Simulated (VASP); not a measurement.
## Au: relaxation of cell and atoms with PBE

The system is Au.

```xyz
1
Lattice="0.0000 2.0400 2.0400 2.0400 0.0000 2.0400 2.0400 2.0400 0.0000" Properties=species:S:1:pos:R:3 pbc="T T T"
Au    0.0000    0.0000    0.0000
```

```yaml
Program: VASP 6.6.1
Task: relaxation of cell and atoms
Functional: PBE
Potentials_or_basis: VASP PAW PBE potentials, release 64 (Au)
Cutoff: 600 eV
k_mesh: 23 × 23 × 23
Occupations: methfessel-paxton, width 0.1 eV
Spin: no spin polarisation
Dipole_correction: no
Further_INCAR_settings: ALGO = Normal; EDIFF = 1e-06; IBRION = 2; EDIFFG = -0.005; NSW = 60; ISIF = 3
```

```yaml
Relaxed_volume: 17.94 Å³/atom
Relaxed_cell: a = 2.938 Å, b = 2.938 Å, c = 2.938 Å, α = 60.00°, β = 60.00°, γ = 60.00°
Space_group_after_relaxing_to_0.1_Å: Fm-3m (No. 225)
Energy_gained_by_relaxing: 25.5 meV/atom
Ionic_steps: 4
Pressure_after_relaxing: 0.0 GPa
Band_gap_on_the_k_mesh: zero (an odd number of electrons rules out a gap without spin polarisation)
```

The path:
```tsv
step	energy change (eV)	largest force (eV/Å)	pressure (GPa)	volume (Å³)
1	0.0000	0.0000	9.08	16.98
2	0.0204	0.0000	-8.78	19.46
3	-0.0255	0.0000	-0.17	17.96
4	-0.0255	0.0000	-0.02	17.94
```

Final structure:
```
Au
1.0
     0.00000    2.07781    2.07781
     2.07781    0.00000    2.07781
     2.07781    2.07781    0.00000
Au
1
Direct
  0.00000 0.00000 0.00000
```

Levels at points of the mesh, in eV from the Fermi level:
```
           k point  band 4  band 5  band 6  band 7  band 8  band 9
(0.00, 0.00, 0.00)   -4.45   -3.07   -3.07   14.56   18.26   18.26
```

Run time: 2.8 min on 1 thread of Intel Xeon 8259CL (shared host), peak memory 0.21 GiB.

Caveat: spin-orbit coupling is left out, which moves the levels of the heavy elements.
